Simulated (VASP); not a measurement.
# Si2W (I4/mmm) in VASP: a series of runs

Runs on Si2W. Level: PBEsol. Tasks: relaxation of shape and atoms at fixed volume, single point.

Program: VASP 6.6.1. These are calculated values, not measurements. Logs are shortened: lines on timing, memory, paths and dates and some standing lists are left out, and cuts for length are marked.

## Step 1: The cell of the first run

It takes space group I4/mmm (No. 139, tetragonal). Conventional cell: a = 3.061 Å, b = 3.061 Å, c = 7.527 Å, α = 90.00°, β = 90.00°, γ = 90.00°. Si (site symmetry 4mm) has 9 Si at 2.50 to 3.06 Å and 5 W at 2.50 to 2.51 Å within 3.3 Å. Within 3.3 Å of W (site symmetry 4/mmm) lie 10 Si at 2.50 to 2.51 Å and 4 W at 3.06 Å.

## Step 2: Relaxation of shape and atoms at fixed volume, PBEsol (11.76 Å³/atom)

Input file INCAR:

```
ALGO = Normal
EDIFF = 1E-6
EDIFFG = -0.01
ENCUT = 600
GGA = PS
IBRION = 2
ISIF = 4
ISMEAR = 0
LASPH = True
LCHARG = False
LREAL = False
LWAVE = False
NELM = 100
NSW = 50
PREC = Accurate
SIGMA = 0.1
```

Input file KPOINTS:

```
k-points
0
Gamma
  18 18 18
```

Input file POSCAR:

```
Si2W
1.0
   -1.5307316280      1.5307316280      3.7633275432
    1.5307316280     -1.5307316280      3.7633275432
    1.5307316280      1.5307316280     -3.7633275432
Si W
2 1
Direct
    0.3331877990      0.3331877990      0.0000000000
    0.6668122010      0.6668122010      0.0000000000
    0.0000000000      0.0000000000      0.0000000000
```

Potentials or basis: VASP PAW PBE potentials, release 64 (Si, W_sv).

Launch:

```sh
$ cat potpaw_PBE.64/Si/POTCAR potpaw_PBE.64/W_sv/POTCAR > POTCAR
$ mpirun -np 1 vasp_std > vasp.out
```

OUTCAR:

```text
EDIFF = 1E-6
   EDIFFG = -0.01
   ENCUT = 600
   GGA = PS
   IBRION = 2
   ISIF = 4
   ISMEAR = 0
   LASPH = True
   LREAL = False
   NELM = 100
   NSW = 50
   PREC = Accurate

 ion  position               nearest neighbor table
   1  0.333  0.333  0.000-   2 2.50   2 2.50   2 2.50   2 2.50   3 2.50   3 2.50   3 2.50   3 2.50
                             3 2.51   2 2.51
   2  0.667  0.667  0.000-   1 2.50   1 2.50   1 2.50   1 2.50   3 2.50   3 2.50   3 2.50   3 2.50
                             3 2.51   1 2.51
   3  0.000  0.000  0.000-   2 2.50   2 2.50   1 2.50   2 2.50   1 2.50   1 2.50   2 2.50   1 2.50
                             1 2.51   2 2.51

  LATTYP: Found a body centered tetragonal cell.
 ALAT       =     3.0614632560
 C/A-ratio  =     2.4585155715

  Lattice vectors:

 A1 = (  -1.5307316280,   1.5307316280,   3.7633275432)
 A2 = (   1.5307316280,  -1.5307316280,   3.7633275432)
 A3 = (   1.5307316280,   1.5307316280,  -3.7633275432)

Analysis of symmetry for initial positions (statically):
=====================================================================
 Subroutine PRICEL returns:
 Original cell was already a primitive cell.

 Routine SETGRP: Setting up the symmetry group for a
 body centered tetragonal supercell.

 Subroutine GETGRP returns: Found 16 space group operations
 (whereof 16 operations were pure point group operations)
 out of a pool of 16 trial point group operations.

The static configuration has the point symmetry D_4h.

Analysis of symmetry for dynamics (positions and initial velocities):
=====================================================================
 Subroutine PRICEL returns:
 Original cell was already a primitive cell.

 Routine SETGRP: Setting up the symmetry group for a
 body centered tetragonal supercell.

 Subroutine GETGRP returns: Found 16 space group operations
 (whereof 16 operations were pure point group operations)
 out of a pool of 16 trial point group operations.

The dynamic configuration has the point symmetry D_4h.

 Subroutine INISYM returns: Found 16 space group operations
 (whereof 16 operations are pure point group operations),
 and found     1 'primitive' translations

----------------------------------------------------------------------------------------

                                     Primitive cell

  volume of cell :      35.2720

  direct lattice vectors                    reciprocal lattice vectors
    -1.530731628  1.530731628  3.763327543     0.000000000  0.326641190  0.132861143
     1.530731628 -1.530731628  3.763327543     0.326641190  0.000000000  0.132861143
     1.530731628  1.530731628 -3.763327543     0.326641190  0.326641190  0.000000000

  length of vectors
     4.341533465  4.341533465  4.341533465     0.352628062  0.352628062  0.461940400

  position of ions in fractional coordinates (direct lattice)
     0.333187799  0.333187799  0.000000000
     0.666812201  0.666812201  0.000000000
     0.000000000  0.000000000  0.000000000

  ion indices of the primitive-cell ions
   primitive index   ion index
                 1           1
                 2           2
                 3           3

----------------------------------------------------------------------------------------

 KPOINTS: k-points

Automatic generation of k-mesh.
 Grid dimensions read from file:
 generate k-points for:   18   18   18

 Generating k-lattice:

  Cartesian coordinates                     Fractional coordinates (reciprocal lattice)
     0.000000000  0.018146733  0.007381175     0.055555556 -0.000000000  0.000000000
     0.018146733  0.000000000  0.007381175    -0.000000000  0.055555556  0.000000000
     0.018146733  0.018146733  0.000000000     0.000000000  0.000000000  0.055555556

  Length of vectors
     0.019590448  0.019590448  0.025663356

  Shift w.r.t. Gamma in fractional coordinates (k-lattice)
     0.000000000  0.000000000  0.000000000

 Subroutine IBZKPT returns following result:
 ===========================================

 Found    480 irreducible k-points:

 Following reciprocal coordinates:
            Coordinates               Weight
  0.000000  0.000000  0.000000      1.000000
  0.055556 -0.000000  0.000000      8.000000
  0.111111 -0.000000  0.000000      8.000000
  0.166667 -0.000000  0.000000      8.000000
  0.222222 -0.000000  0.000000      8.000000
  0.277778 -0.000000  0.000000      8.000000
[... 16 lines left out ...]
 -0.277778  0.055556 -0.000000     16.000000
 -0.222222  0.055556  0.000000     16.000000
 [... further k-points ...]
   k-points           NKPTS =    480   k-points in BZ     NKDIM =    480   number of bands    NBANDS=     15
   number of dos      NEDOS =    301   number of ions     NIONS =      3
   total plane-waves  NPLWV =  46656
   dimension x,y,z NGX =    36 NGY =   36 NGZ =   36
   dimension x,y,z NGXF=    72 NGYF=   72 NGZF=   72
   ions per type =               2   1
   NGX,Y,Z   is equivalent  to a cutoff of  13.79, 13.79, 13.79 a.u.
   NGXF,Y,Z  is equivalent  to a cutoff of  27.57, 27.57, 27.57 a.u.
 SYSTEM =  unknown system
   PREC   = accura    normal or accurate (medium, high low for compatibility)
   ISTART =      0    job   : 0-new  1-cont  2-samecut
   ICHARG =      2    charge: 1-file 2-atom 10-const
   ISPIN  =      1    spin polarized calculation?
   LNONCOLLINEAR =      F non collinear calculations
   LSORBIT =      F    spin-orbit coupling
   LASPH  =      T    aspherical Exc in radial PAW
   ENCUT  =  600.0 eV  44.10 Ry    6.64 a.u.   8.67  8.67  8.67*2*pi/ulx,y,z
   NELM   =    100;   NELMIN=  2; NELMDL= -5     # of ELM steps
   EDIFF  = 0.1E-05   stopping-criterion for ELM
   LREAL  =      F    real-space projection
   EDIFFG = -.1E-01   stopping-criterion for IOM
   NSW    =     50    number of steps for IOM
   IBRION =      2    ionic relax: 0-MD 1-quasi-New 2-CG
   NFREE  =      1    steps in history (QN), initial steepest desc. (CG)
   ISIF   =      4    stress and relaxation
   ISYM   =      2    0-nonsym 1-usesym 2-fastsym
   POTIM  = 0.5000    time-step for ionic-motion
   TEBEG  =    0.0;   TEEND  =   0.0 temperature during run
   PSTRESS=    0.0 pullay stress
   NELECT =      22.0000    total number of electrons
   NUPDOWN=      -1.0000    fix difference up-down
   EMIN   =  10.00;   EMAX   =-10.00  energy-range for DOS
   EFERMI =   0.00;   METHOD = LEGACY
   ISMEAR =     0;   SIGMA  =   0.10  broadening in eV -4-tet -1-fermi 0-gaus
   EFERMI_NEDOS =   21; number of points for ismear=-14 and -15
   IALGO  =     38    algorithm
   IMIX   =      4    mixing-type and parameters
     AMIX     =   0.40;   BMIX     =  1.00
     AMIX_MAG =   1.60;   BMIX_MAG =  1.00
  volume/ion in A,a.u.               =      11.76        79.34
  Fermi-wavevector in a.u.,A,eV,Ry     =   1.398747  2.643248 26.619687  1.956492
  Thomas-Fermi vector in A             =   2.521874
   LORBIT       =      0    0 simple, 1 ext, 2 COOP (PROOUT), +10 PAW based schemes
   GGA     = PS    functional components
   LHFCALC =     F    Hartree Fock is set to
   AEXX    =    0.0000 exact exchange contribution
   IVDW    =     0    specifies the selected vdW correction
   LEPSILON=     F    determine dielectric tensor
   LRPA    =     F    only Hartree local field effects (RPA)
 conjugate gradient relaxation of ions
 non-spin polarized calculation
 Gauss-broadening in eV      SIGMA  =   0.10
  energy-cutoff  :      600.00
  volume of cell :       35.27
 maximum number of plane-waves:      1203
   NGX = 17   NGY = 17   NGZ = 17

--------------------------------------- Ionic step        1  -------------------------------------------

 number of electron      22.0000000 magnetization

 Free energy of the ion-electron system (eV)
  ---------------------------------------------------
  ext. energy  EPLUGINS =         0.00000000
  ---------------------------------------------------
  free energy    TOTEN  =       -26.10199513 eV

  energy without entropy =      -26.10097928  energy(sigma->0) =      -26.10148720

------------------------ aborting loop because EDIFF is reached ----------------------------------------

  FORCE on cell =-STRESS in cart. coord.  units (eV):
  Direction    XX          YY          ZZ          XY          YZ          ZX
  --------------------------------------------------------------------------------------
  -------------------------------------------------------------------------------------
  Total        8.6617766      8.6617766      8.9527912      0.0000000      0.0000000     -0.0000000
  in kB      393.4480884    393.4480884    406.6669854      0.0000000      0.0000000     -0.0000000
  external PRESSURE =     397.8543874 kB  Pullay stress =       0.0000000 kB
[... 133 lines left out ...]
  energy  without entropy=      -26.1015436887  energy(sigma->0) =      -26.10209752

--------------------------------------- Ionic step        5  -------------------------------------------

 number of electron      22.0000000 magnetization

 Free energy of the ion-electron system (eV)
  ---------------------------------------------------
  ext. energy  EPLUGINS =         0.00000000
  ---------------------------------------------------
  free energy    TOTEN  =       -26.10266296 eV

  energy without entropy =      -26.10155729  energy(sigma->0) =      -26.10211013

 E-fermi :  13.9438     XC(G=0): -13.2710

 val. band max:       13.9420144128   @ k =  -0.3889  -0.3889   0.3333
 cond. band min:      14.0238599155   @ k =  -0.3889  -0.4444   0.3333
 fundamental gap:      0.0818455027
 Fermi energy:        13.9437526745

 k-point     1 :       0.0000    0.0000    0.0000
  band No.  band energies     occupation
      1     -59.5728      2.00000
      2     -24.0199      2.00000
      3     -23.8732      2.00000
      4     -23.8732      2.00000
      5      -1.3464      2.00000
      6       6.1524      2.00000
      7       9.8802      2.00000
      8      10.2359      2.00000
      9      10.7025      2.00000
     10      10.7025      2.00000
     11      14.7819      0.00000
     12      16.2383      0.00000
     13      17.6467      0.00000
     14      17.6535      0.00000
     15      17.6535      0.00000
[... 397 lines left out ...]
 k-point    24 :      -0.2222    0.0556    0.0000
  band No.  band energies     occupation
      1     -59.5656      2.00000
      2     -24.0347      2.00000
      3     -24.0045      2.00000
      4     -23.8697      2.00000
      5      -0.3144      2.00000
      6       6.5211      2.00000
      7       7.8748      2.00000
      8       9.8206      2.00000
      9      10.6833      2.00000
     10      11.5757      2.00000
     11      12.3984      2.00000
     12      16.0803      0.00000
     13      16.9392      0.00000
     14      18.7095      0.00000
     15      19.1496      0.00000

 [... further k-points ...]

------------------------ aborting loop because EDIFF is reached ----------------------------------------

  FORCE on cell =-STRESS in cart. coord.  units (eV):
  Direction    XX          YY          ZZ          XY          YZ          ZX
  --------------------------------------------------------------------------------------
  -------------------------------------------------------------------------------------
  Total        8.7246138      8.7246138      8.7271742      0.0000000      0.0000000     -0.0000000
  in kB      396.3023738    396.3023738    396.4186739      0.0000000      0.0000000     -0.0000000
  external PRESSURE =     396.3411405 kB  Pullay stress =       0.0000000 kB
[... 18 lines left out ...]
  FREE ENERGIE OF THE ION-ELECTRON SYSTEM (eV)
  ---------------------------------------------------
  free  energy   TOTEN  =       -26.1026629564 eV

  energy  without entropy=      -26.1015572937  energy(sigma->0) =      -26.10211013

 reached required accuracy - stopping structural energy minimisation
```

Wall time 13 min (1 thread of Intel Xeon Platinum 8488C (Sapphire Rapids), shared host); peak memory 0.45 GiB.

What came out:

| Property | Result |
| --- | --- |
| Free energy | -26.1027 eV |
| Energy gained by relaxing | 0.2 meV/atom |
| Ionic steps | 5 |
| Pressure after relaxing | 39.6 GPa |
| Band gap on the k mesh | zero (bands 11 and 12 overlap by 1.67 eV) |

Step by step:
| step | energy change (eV) | largest force (eV/Å) | pressure (GPa) | volume (Å³) |
| --- | --- | --- | --- | --- |
| 1 | 0.0000 | 0.1080 | 39.79 | 35.27 |
| 2 | -0.0004 | 0.0295 | 39.54 | 35.27 |
| 3 | -0.0006 | 0.0195 | 39.63 | 35.27 |
| 4 | -0.0007 | 0.0143 | 39.63 | 35.27 |
| 5 | -0.0007 | 0.0000 | 39.63 | 35.27 |

Final structure:
```cif
data_structure
_symmetry_space_group_name_H-M 'P 1'
_symmetry_Int_Tables_number 1
_cell_length_a 4.3461
_cell_length_b 4.3461
_cell_length_c 4.3461
_cell_angle_alpha 138.791
_cell_angle_beta 138.791
_cell_angle_gamma 59.694
_cell_volume 35.27
loop_
_atom_site_label
_atom_site_type_symbol
_atom_site_fract_x
_atom_site_fract_y
_atom_site_fract_z
_atom_site_occupancy
Si1 Si 0.33266 0.33266 0.00000 1
Si2 Si 0.66734 0.66734 0.00000 1
W1 W 0.00000 0.00000 0.00000 1
```

Levels at points of the mesh, in eV from the Fermi level:
| k point | band 7 | band 8 | band 9 | band 10 | band 11 | band 12 | band 13 | band 14 | band 15 |
| --- | --- | --- | --- | --- | --- | --- | --- | --- | --- |
| (0.00, 0.00, 0.00) | -4.06 | -3.71 | -3.24 | -3.24 | 0.84 | 2.29 | 3.70 | 3.71 | 3.71 |
| (0.50, 0.00, 0.00) | -6.39 | -5.24 | -3.36 | -3.11 | -0.61 | 3.04 | 3.40 | 4.18 | 5.43 |
| (0.50, 0.50, 0.00) | -6.67 | -5.62 | -5.48 | -3.94 | -1.63 | 3.21 | 3.71 | 3.90 | 4.19 |
| (0.50, 0.50, 0.50) | -4.69 | -3.11 | -0.78 | -0.78 | -0.62 | -0.62 | 1.07 | 4.87 | 6.05 |

Caveat: the PAW data sets were made with another functional, which shifts forces and pressure a little; spin-orbit coupling is left out, which moves the levels of the heavy elements.

(Continued in part 2 of 2.)

The gap in the log of VASP goes by the Fermi energy; the results here count the filled bands.